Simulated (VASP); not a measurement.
Set up this calculation in VASP 6.6.1, as the native input.

```yaml
Task: single point
Functional: RPBE
Potentials_or_basis: VASP PAW PBE potentials, release 64 (Al)
Cutoff: 520 eV
k_mesh: 10 × 10 × 10
Occupations: fermi-dirac, width 0.1 eV
Spin: no spin polarisation
Dipole_correction: no
Further_INCAR_settings: ALGO = Normal; EDIFF = 1e-06; NBANDS = 10
```

The structure of Al lies in POSCAR:

```
Al
1.0
    0.0000000000      3.1279624677      3.1279624677
    3.1279624677      0.0000000000      3.1279624677
    3.1279624677      3.1279624677      0.0000000000
Al
2
Direct
    0.1250000000      0.1250000000      0.1250000000
    0.8750000000      0.8750000000      0.8750000000
```

This cell differs from its parent crystal: volume scaled by 1.08.

These files were run (other wordings do the same):

INCAR

```
ALGO = Normal
EDIFF = 1E-6
ENCUT = 520
GGA = RP
ISIF = 2
ISMEAR = -1
LASPH = T
LCHARG = F
LREAL = F
LWAVE = F
NBANDS = 10
NELM = 80
PREC = Accurate
SIGMA = 0.1
```

KPOINTS

```
k-points
0
Gamma
  10 10 10
```

Potentials or basis: VASP PAW PBE potentials, release 64 (Al).

The run is started by

```console
$ cat potpaw_PBE.64/Al/POTCAR > POTCAR
$ mpirun -np 1 vasp_std > vasp.out
```

It gave:

* Pressure: -2.3 GPa
* Band gap on the k mesh: zero (band 3 reaches 4.16 eV, above the bottom of band 4 at 1.12 eV)

Caveat: the PAW data sets were made with another functional, which shifts forces and pressure a little.

It took 66 s on 1 thread of AMD EPYC 7R13, with other jobs on the host, peak memory 0.16 GiB.
